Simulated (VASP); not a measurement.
Here is a VASP 6.6.1 calculation.

The input INCAR:

```
ALGO = Normal
EDIFF = 1E-6
EDIFFG = -0.005
ENCUT = 600
GGA = PS
IBRION = 2
ISIF = 3
ISMEAR = -1
LASPH = True
LCHARG = False
LREAL = False
LWAVE = False
NELM = 80
NSW = 80
PREC = Accurate
SIGMA = 0.02
```

Contents of KPOINTS:

```
k-points
0
Gamma
  6 6 6
```

POSCAR

```
SnTe
1.0
    0.0000000000      3.2071857299      3.2071857299
    3.2071857299      0.0000000000      3.2071857299
    3.2071857299      3.2071857299      0.0000000000
Sn Te
1 1
Direct
    0.0000000000      0.0000000000      0.0000000000
    0.5000000000      0.5000000000      0.5000000000
```

Potentials or basis: VASP PAW PBE potentials, release 64 (Sn_d, Te).

Launch:

```console
$ cat potpaw_PBE.64/Sn_d/POTCAR potpaw_PBE.64/Te/POTCAR > POTCAR
$ mpirun -np 1 vasp_std > vasp.out
```

**Question.** What does it give for the relaxed cell?

**Answer.** a = 4.445 Å, b = 4.445 Å, c = 4.445 Å, α = 60.00°, β = 60.00°, γ = 60.00°.

**Question.** Estimate the space group after relaxing (to 0.1 Å).

**Answer.** Fm-3m (No. 225).

Final structure:
```
Sn Te
1.0
     0.00000    3.14336    3.14336
     3.14336    0.00000    3.14336
     3.14336    3.14336    0.00000
Sn Te
1 1
Cartesian
  0.0000 0.0000 0.0000
  3.1434 3.1434 3.1434
```
